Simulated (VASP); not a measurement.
# WSe2 in VASP: further runs

The runs below take WSe2 through single point, with PBE.

Everything below comes from runs of VASP 6.6.1. Logs are shortened: lines on timing, memory, paths and dates and some standing lists are left out, and cuts for length are marked.

**1. The cell of the first run**

It takes space group P6_3/mmc (No. 194, hexagonal). The conventional cell has a = 3.176 Å, b = 3.176 Å, c = 12.522 Å, α = 90.00°, β = 90.00°, γ = 120.00°. W (site symmetry -6m2) has 6 Se at 2.44 Å and 6 W at 3.18 Å within 3.2 Å. Se (site symmetry 3m) has 3 W at 2.44 Å and 6 Se at 3.18 Å within 3.2 Å.

**2. Single point, PBE**

Input file INCAR:

```
ALGO     = Normal         # electronic algorithm
EDIFF    = 1E-6           # SCF threshold, eV
ENCUT    = 520            # plane-wave cutoff, eV
GGA      = PE             # functional
ISIF     = 2              # what is computed and relaxed
ISMEAR   = 0              # smearing method
LASPH    = True           # aspherical terms in the spheres
LCHARG   = False          # write CHGCAR
LREAL    = False          # projectors in reciprocal space
LWAVE    = False          # write WAVECAR
NBANDS   = 35             # bands
NELM     = 100            # most SCF steps
PREC     = Accurate       # precision mode
SIGMA    = 0.05           # smearing width, eV
```

Input file KPOINTS:

```
k-points
0
Gamma
  9 9 2
```

Input file POSCAR:

```
WSe2
1.0
    3.1764600754      0.0000000000      0.0000000000
   -1.5882300377      2.7508951194      0.0000000000
    0.0000000000      0.0000000000     12.5223973183
W Se
2 4
Direct
    0.3333333333      0.6666666667      0.2500000000
    0.6666666667      0.3333333333      0.7500000000
    0.3333333333      0.6666666667      0.6210000000
    0.6666666667      0.3333333333      0.1210000000
    0.3333333333      0.6666666667      0.8790000000
    0.6666666667      0.3333333333      0.3790000000
```

Potentials or basis: VASP PAW PBE potentials, release 64 (W_sv, Se).

Started as:

```bash
$ cat potpaw_PBE.64/W_sv/POTCAR potpaw_PBE.64/Se/POTCAR > POTCAR
$ mpirun -np 1 vasp_std > vasp.out
```

OUTCAR:

```text
EDIFF = 1E-6
   ENCUT = 520
   GGA = PE
   ISIF = 2
   ISMEAR = 0
   LASPH = True
   LREAL = False
   NELM = 100
   PREC = Accurate

 ion  position               nearest neighbor table
   1  0.333  0.667  0.250-   4 2.44   6 2.44   4 2.44   6 2.44   4 2.44   6 2.44
   2  0.667  0.333  0.750-   3 2.44   5 2.44   3 2.44   5 2.44   3 2.44   5 2.44
   3  0.333  0.667  0.621-   2 2.44   2 2.44   2 2.44
   4  0.667  0.333  0.121-   1 2.44   1 2.44   1 2.44
   5  0.333  0.667  0.879-   2 2.44   2 2.44   2 2.44
   6  0.667  0.333  0.379-   1 2.44   1 2.44   1 2.44

  LATTYP: Found a hexagonal cell.
 ALAT       =     3.1764600754
 C/A-ratio  =     3.9422492401

  Lattice vectors:

 A1 = (   3.1764600754,   0.0000000000,   0.0000000000)
 A2 = (  -1.5882300377,   2.7508951194,   0.0000000000)
 A3 = (   0.0000000000,   0.0000000000,  12.5223973183)

Analysis of symmetry for initial positions (statically):
=====================================================================
 Subroutine PRICEL returns:
 Original cell was already a primitive cell.

 Routine SETGRP: Setting up the symmetry group for a
 hexagonal supercell.

 Subroutine GETGRP returns: Found 24 space group operations
 (whereof 12 operations were pure point group operations)
 out of a pool of 24 trial point group operations.

The static configuration has the point symmetry D_3d.
 The point group associated with its full space group is D_6h.

Analysis of symmetry for dynamics (positions and initial velocities):
=====================================================================
 Subroutine PRICEL returns:
 Original cell was already a primitive cell.

 Routine SETGRP: Setting up the symmetry group for a
 hexagonal supercell.

 Subroutine GETGRP returns: Found 24 space group operations
 (whereof 12 operations were pure point group operations)
 out of a pool of 24 trial point group operations.

The dynamic configuration has the point symmetry D_3d.
 The point group associated with its full space group is D_6h.

 Subroutine INISYM returns: Found 24 space group operations
 (whereof 12 operations are pure point group operations),
 and found     1 'primitive' translations

----------------------------------------------------------------------------------------

                                     Primitive cell

  volume of cell :     109.4221

  direct lattice vectors                    reciprocal lattice vectors
     3.176460075  0.000000000  0.000000000     0.314815857  0.181759020  0.000000000
    -1.588230038  2.750895119  0.000000000     0.000000000  0.363518039  0.000000000
     0.000000000  0.000000000 12.522397318     0.000000000  0.000000000  0.079856914

  length of vectors
     3.176460075  3.176460075 12.522397318     0.363518039  0.363518039  0.079856914

  position of ions in fractional coordinates (direct lattice)
     0.333333333  0.666666667  0.250000000
     0.666666667  0.333333333  0.750000000
     0.333333333  0.666666667  0.621000000
     0.666666667  0.333333333  0.121000000
     0.333333333  0.666666667  0.879000000
     0.666666667  0.333333333  0.379000000

  ion indices of the primitive-cell ions
   primitive index   ion index
                 1           1
                 2           2
                 3           3
                 4           4
                 5           5
                 6           6

----------------------------------------------------------------------------------------

 KPOINTS: k-points

Automatic generation of k-mesh.
 Grid dimensions read from file:
 generate k-points for:    9    9    2

 Generating k-lattice:

  Cartesian coordinates                     Fractional coordinates (reciprocal lattice)
     0.034979540  0.020195447  0.000000000     0.111111111 -0.000000000  0.000000000
     0.000000000  0.040390893  0.000000000     0.000000000  0.111111111  0.000000000
     0.000000000  0.000000000  0.039928457     0.000000000  0.000000000  0.500000000

  Length of vectors
     0.040390893  0.040390893  0.039928457

  Shift w.r.t. Gamma in fractional coordinates (k-lattice)
     0.000000000  0.000000000  0.000000000

 Subroutine IBZKPT returns following result:
 ===========================================

 Found     24 irreducible k-points:

 Following reciprocal coordinates:
            Coordinates               Weight
  0.000000  0.000000  0.000000      1.000000
  0.111111  0.000000  0.000000      6.000000
  0.222222 -0.000000  0.000000      6.000000
  0.333333  0.000000  0.000000      6.000000
  0.444444 -0.000000  0.000000      6.000000
  0.111111  0.111111  0.000000      6.000000
[... 16 lines left out ...]
  0.333333  0.222222  0.500000     12.000000
  0.333333  0.333333  0.500000      2.000000
   k-points           NKPTS =     24   k-points in BZ     NKDIM =     24   number of bands    NBANDS=     35
   number of dos      NEDOS =    301   number of ions     NIONS =      6
   total plane-waves  NPLWV =  55296
   dimension x,y,z NGX =    24 NGY =   24 NGZ =   96
   dimension x,y,z NGXF=    48 NGYF=   48 NGZF=  192
   ions per type =               2   4
   NGX,Y,Z   is equivalent  to a cutoff of  12.56, 12.56, 12.74 a.u.
   NGXF,Y,Z  is equivalent  to a cutoff of  25.12, 25.12, 25.49 a.u.
 SYSTEM =  unknown system
   PREC   = accura    normal or accurate (medium, high low for compatibility)
   ISTART =      0    job   : 0-new  1-cont  2-samecut
   ICHARG =      2    charge: 1-file 2-atom 10-const
   ISPIN  =      1    spin polarized calculation?
   LNONCOLLINEAR =      F non collinear calculations
   LSORBIT =      F    spin-orbit coupling
   LASPH  =      T    aspherical Exc in radial PAW
   ENCUT  =  520.0 eV  38.22 Ry    6.18 a.u.   5.91  5.91 23.28*2*pi/ulx,y,z
   NELM   =    100;   NELMIN=  2; NELMDL= -5     # of ELM steps
   EDIFF  = 0.1E-05   stopping-criterion for ELM
   LREAL  =      F    real-space projection
   EDIFFG = 0.1E-04   stopping-criterion for IOM
   NSW    =      0    number of steps for IOM
   IBRION =     -1    ionic relax: 0-MD 1-quasi-New 2-CG
   NFREE  =      0    steps in history (QN), initial steepest desc. (CG)
   ISIF   =      2    stress and relaxation
   ISYM   =      2    0-nonsym 1-usesym 2-fastsym
   POTIM  = 0.5000    time-step for ionic-motion
   TEBEG  =    0.0;   TEEND  =   0.0 temperature during run
   PSTRESS=    0.0 pullay stress
   NELECT =      52.0000    total number of electrons
   NUPDOWN=      -1.0000    fix difference up-down
   EMIN   =  10.00;   EMAX   =-10.00  energy-range for DOS
   EFERMI =   0.00;   METHOD = LEGACY
   ISMEAR =     0;   SIGMA  =   0.05  broadening in eV -4-tet -1-fermi 0-gaus
   EFERMI_NEDOS =   21; number of points for ismear=-14 and -15
   IALGO  =     38    algorithm
   IMIX   =      4    mixing-type and parameters
     AMIX     =   0.40;   BMIX     =  1.00
     AMIX_MAG =   1.60;   BMIX_MAG =  1.00
  volume/ion in A,a.u.               =      18.24       123.07
  Fermi-wavevector in a.u.,A,eV,Ry     =   1.277539  2.414199 22.206163  1.632107
  Thomas-Fermi vector in A             =   2.410133
   LORBIT       =      0    0 simple, 1 ext, 2 COOP (PROOUT), +10 PAW based schemes
   GGA     = PE    functional components
   LHFCALC =     F    Hartree Fock is set to
   AEXX    =    0.0000 exact exchange contribution
   IVDW    =     0    specifies the selected vdW correction
   LEPSILON=     F    determine dielectric tensor
   LRPA    =     F    only Hartree local field effects (RPA)
 non-spin polarized calculation
 Gauss-broadening in eV      SIGMA  =   0.05
  energy-cutoff  :      520.00
  volume of cell :      109.42
 maximum number of plane-waves:      2966
 NGX is ok and might be reduce to    24
   NGX = 11   NGY = 11   NGZ = 47

 number of electron      52.0000003 magnetization

 Free energy of the ion-electron system (eV)
  ---------------------------------------------------
  ext. energy  EPLUGINS =         0.00000000
  ---------------------------------------------------
  free energy    TOTEN  =       -42.13899278 eV

  energy without entropy =      -42.13899278  energy(sigma->0) =      -42.13899278

 E-fermi :   7.9077     XC(G=0): -11.2763

 val. band max:        7.6210239958   @ k =   0.0000   0.0000   0.0000
 cond. band min:       8.6137417080   @ k =   0.2222   0.1111   0.0000
 fundamental gap:      0.9927177122
 Fermi energy:         7.9077190055

 k-point     1 :       0.0000    0.0000    0.0000
  band No.  band energies     occupation
      1     -66.6379      2.00000
      2     -66.6379      2.00000
      3     -31.0229      2.00000
      4     -31.0228      2.00000
      5     -30.7947      2.00000
      6     -30.7947      2.00000
[... 27 lines left out ...]
     34      10.9693      0.00000
     35      12.7081      0.00000

 k-point     2 :       0.1111    0.0000    0.0000
  band No.  band energies     occupation
      1     -66.6358      2.00000
      2     -66.6358      2.00000
      3     -31.0141      2.00000
      4     -31.0141      2.00000
      5     -30.8377      2.00000
      6     -30.8376      2.00000
[... 27 lines left out ...]
     34      10.9541      0.00000
     35      13.7537      0.00000

 k-point     3 :       0.2222   -0.0000    0.0000
  band No.  band energies     occupation
      1     -66.6304      2.00000
      2     -66.6304      2.00000
      3     -30.9919      2.00000
      4     -30.9919      2.00000
      5     -30.9450      2.00000
      6     -30.9450      2.00000
[... 27 lines left out ...]
     34      11.7280      0.00000
     35      14.5701      0.00000
[... 723 lines left out ...]
 k-point    23 :       0.3333    0.2222    0.5000
  band No.  band energies     occupation
      1     -66.6186      2.00000
      2     -66.6186      2.00000
      3     -31.0993      2.00000
      4     -31.0993      2.00000
      5     -30.9618      2.00000
      6     -30.9618      2.00000
[... 27 lines left out ...]
     34      12.3518      0.00000
     35      13.6665      0.00000

 k-point    24 :       0.3333    0.3333    0.5000
  band No.  band energies     occupation
      1     -66.6175      2.00000
      2     -66.6175      2.00000
      3     -31.0647      2.00000
      4     -31.0647      2.00000
      5     -31.0224      2.00000
      6     -31.0224      2.00000
[... 27 lines left out ...]
     34      12.4810      0.00000
     35      14.2031      0.00000

------------------------ aborting loop because EDIFF is reached ----------------------------------------

  FORCE on cell =-STRESS in cart. coord.  units (eV):
  Direction    XX          YY          ZZ          XY          YZ          ZX
  --------------------------------------------------------------------------------------
  -------------------------------------------------------------------------------------
  Total       15.1886128     15.1886128     18.2382121      0.0000000      0.0000000      0.0000000
  in kB      222.3943651    222.3943651    267.0471397      0.0000000      0.0000000      0.0000000
  external PRESSURE =     237.2786233 kB  Pullay stress =       0.0000000 kB

 VOLUME and BASIS-vectors are now :
 -----------------------------------------------------------------------------
  energy-cutoff  :      520.00
  volume of cell :      109.42
      direct lattice vectors                 reciprocal lattice vectors
     3.176460075  0.000000000  0.000000000     0.314815857  0.181759020  0.000000000
    -1.588230038  2.750895119  0.000000000     0.000000000  0.363518039  0.000000000
     0.000000000  0.000000000 12.522397318     0.000000000  0.000000000  0.079856914

 POSITION                                       TOTAL-FORCE (eV/Angst)
 -----------------------------------------------------------------------------------
     -0.00000      1.83393      3.13060        -0.000000      0.000000      0.000000
      1.58823      0.91697      9.39180         0.000000     -0.000000      0.000000
     -0.00000      1.83393      7.77641         0.000000     -0.000000     -2.278238
      1.58823      0.91697      1.51521        -0.000000     -0.000000     -2.278238
     -0.00000      1.83393     11.00719         0.000000     -0.000000      2.278238
      1.58823      0.91697      4.74599        -0.000000     -0.000000      2.278238
 -----------------------------------------------------------------------------------
    total drift:                               -0.000000      0.000000     -0.000000

  FREE ENERGIE OF THE ION-ELECTRON SYSTEM (eV)
  ---------------------------------------------------
  free  energy   TOTEN  =       -42.1389927766 eV

  energy  without entropy=      -42.1389927766  energy(sigma->0) =      -42.13899278
```

Run time: 40 s. Hardware: 1 thread of Intel Xeon 6975P-C (Granite Rapids), shared host; peak memory 0.26 GiB.

Results:

```yaml
Free_energy: -42.1390 eV
Pressure: 23.7 GPa
Largest_force: 2.278 eV/Å
Band_gap_on_the_k_mesh: 0.99 eV, indirect (least direct gap 1.75 eV)
```

Forces in eV/Å, atoms in the order of the input:
```
W    0.000  0.000  0.000
W    0.000  0.000  0.000
Se   0.000  0.000 -2.278
Se   0.000  0.000 -2.278
Se   0.000  0.000  2.278
Se   0.000  0.000  2.278
```

Stress tensor (GPa, compression positive):
```
22.24  0.00  0.00
 0.00 22.24  0.00
 0.00  0.00 26.70
```

Caveat: spin-orbit coupling is left out, which moves the levels of the heavy elements; this functional lacks dispersion, which binds the layers, so the pressure and a relaxed spacing across them are unreliable; forces of over 1 eV/Å act on the atoms, so gaps and moduli don't describe the material at rest. A hybrid or GW would open this gap; PBE tends to underestimate it.

**3. Single point, PBE**

This run uses another cell than the first one, of 20.26 Å³/atom, 1.111 times its volume.

Input file INCAR:

```
  PREC = Accurate
  ENCUT = 520
  EDIFF = 1E-6
  ISMEAR = 0
  SIGMA = 0.05
  LREAL = False
  LASPH = True
  NELM = 60
  ALGO = Normal
  ISIF = 2
  LWAVE = False
  LCHARG = False
  GGA = PE
  NBANDS = 35
```

Input file KPOINTS:

```
regular mesh
0
Gamma
  9 9 2
```

POSCAR, as its differences from that of step 2:

```diff
@@ -2,5 +2,5 @@
 1.0
-    3.1764600754      0.0000000000      0.0000000000
-   -1.5882300377      2.7508951194      0.0000000000
-    0.0000000000      0.0000000000     12.5223973183
+    3.2900000000      0.0000000000      0.0000000000
+   -1.6450000000      2.8492235785      0.0000000000
+    0.0000000000      0.0000000000     12.9700000000
 W Se
```

Potentials or basis: VASP PAW PBE potentials, release 64 (W_sv, Se).

Started as:

```bash
$ cat potpaw_PBE.64/W_sv/POTCAR potpaw_PBE.64/Se/POTCAR > POTCAR
$ mpirun -np 1 vasp_std > vasp.out
```

It took 53 s on 1 thread of Intel Xeon 6975P-C (Granite Rapids), shared host; peak memory 0.26 GiB.

Results (log left out):

```yaml
Free_energy: -43.1283 eV
Pressure: 4.0 GPa
Largest_force: 0.218 eV/Å
Band_gap_on_the_k_mesh: 1.07 eV, indirect (least direct gap 1.52 eV)
```

Forces on the atoms (eV/Å):
```
W    0.000  0.000  0.000
W    0.000  0.000  0.000
Se   0.000  0.000 -0.218
Se   0.000  0.000 -0.218
Se   0.000  0.000  0.218
Se   0.000  0.000  0.218
```

Stress tensor (GPa, compression positive):
```
3.66 0.00 0.00
0.00 3.66 0.00
0.00 0.00 4.78
```

Levels at points of the mesh, in eV from the valence-band top:
| k point | band 23 | band 24 | band 25 | band 26 | band 27 | band 28 | band 29 | band 30 |
| --- | --- | --- | --- | --- | --- | --- | --- | --- |
| (0.00, 0.00, 0.00) | -1.51 | -1.11 | -1.07 | 0.00 | 2.63 | 2.63 | 2.68 | 2.68 |
| (0.00, 0.00, 0.50) | -1.53 | -1.53 | -0.22 | -0.22 | 2.64 | 2.64 | 2.64 | 2.64 |

Caveat: spin-orbit coupling is left out, which moves the levels of the heavy elements; this functional lacks dispersion, which binds the layers, so the pressure and a relaxed spacing across them are unreliable. A k mesh can miss the band edges.

**4. Single point, PBE**

This run uses another cell than the first one, of 20.26 Å³/atom, 1.111 times its volume.

Input file INCAR:

```
SYSTEM = WSe2
  PREC = Accurate
  ENCUT = 520
  EDIFF = 1E-6
  ISMEAR = 0
  SIGMA = 0.05
  LREAL = .FALSE.
  LASPH = .TRUE.
  NELM = 80
  ALGO = Normal
  ISIF = 2
  LWAVE = .FALSE.
  LCHARG = .FALSE.
  GGA = PE
  NBANDS = 35
```

Input file KPOINTS:

```
Automatic mesh
0
G
  9 9 2
  0 0 0
```

POSCAR, as its differences from that of step 3:

```diff
@@ -10,3 +10,3 @@
     0.6666666667      0.3333333333      0.7500000000
-    0.3333333333      0.6666666667      0.6210000000
+    0.3161461368      0.6556482149      0.6205229814
     0.6666666667      0.3333333333      0.1210000000
```

Potentials or basis: VASP PAW PBE potentials, release 64 (W_sv, Se).

Started as:

```bash
$ cat potpaw_PBE.64/W_sv/POTCAR potpaw_PBE.64/Se/POTCAR > POTCAR
$ mpirun -np 1 vasp_std > vasp.out
```

OUTCAR:

```text
SYSTEM = WSe2
   PREC = Accurate
   ENCUT = 520
   EDIFF = 1E-6
   ISMEAR = 0
   LREAL = .FALSE.
   LASPH = .TRUE.
   NELM = 80
   ISIF = 2
   GGA = PE

 ion  position               nearest neighbor table
   1  0.333  0.667  0.250-   4 2.53   6 2.53   4 2.53   6 2.53   4 2.53   6 2.53
   2  0.667  0.333  0.750-   3 2.50   5 2.53   5 2.53   5 2.53   3 2.55   3 2.56
   3  0.316  0.656  0.621-   2 2.50   2 2.55   2 2.56
   4  0.667  0.333  0.121-   1 2.53   1 2.53   1 2.53
   5  0.333  0.667  0.879-   2 2.53   2 2.53   2 2.53
   6  0.667  0.333  0.379-   1 2.53   1 2.53   1 2.53

[... 1118 lines left out ...]
  -------------------------------------------------------------------------------------
  Total        2.8416943      2.6036542      3.4990233      0.1452570     -0.4400574     -0.5590128
  in kB       37.4477335     34.3108503     46.1099883      1.9141909     -5.7990586     -7.3666484
  external PRESSURE =      39.2895241 kB  Pullay stress =       0.0000000 kB

 VOLUME and BASIS-vectors are now :
 -----------------------------------------------------------------------------
  energy-cutoff  :      520.00
  volume of cell :      121.58
      direct lattice vectors                 reciprocal lattice vectors
     3.290000000  0.000000000  0.000000000     0.303951368  0.175486404  0.000000000
    -1.645000000  2.849223579  0.000000000     0.000000000  0.350972808  0.000000000
     0.000000000  0.000000000 12.970000000     0.000000000  0.000000000  0.077101002

 POSITION                                       TOTAL-FORCE (eV/Angst)
 -----------------------------------------------------------------------------------
     -0.00000      1.89948      3.24250        -0.001813     -0.001453     -0.000015
      1.64500      0.94974      9.72750        -0.364754     -0.291021     -0.063191
     -0.03842      1.86809      8.04818         0.357924      0.283871     -0.143170
      1.64500      0.94974      1.56937         0.000602      0.000467     -0.218093
     -0.00000      1.89948     11.40063         0.010569      0.010170      0.208846
      1.64500      0.94974      4.91563        -0.002528     -0.002034      0.215624
 -----------------------------------------------------------------------------------
    total drift:                               -0.000007      0.000062     -0.000042

  FREE ENERGIE OF THE ION-ELECTRON SYSTEM (eV)
  ---------------------------------------------------
  free  energy   TOTEN  =       -43.1181113784 eV

  energy  without entropy=      -43.1181113784  energy(sigma->0) =      -43.11811138
```

It took 2.1 min on 1 thread of Intel Xeon 6975P-C (Granite Rapids), shared host; peak memory 0.41 GiB.

Results:

```
Free energy            : -43.1181 eV
Pressure               : 3.9 GPa
Largest force          : 0.479 eV/Å
Band gap on the k mesh : 1.05 eV, indirect (least direct gap 1.52 eV)
```

Forces in eV/Å, atoms in the order of the input:
```
W   -0.002 -0.001  0.000
W   -0.365 -0.291 -0.063
Se   0.358  0.284 -0.143
Se   0.001  0.000 -0.218
Se   0.011  0.010  0.209
Se  -0.003 -0.002  0.216
```

Caveat: spin-orbit coupling is left out, which moves the levels of the heavy elements.
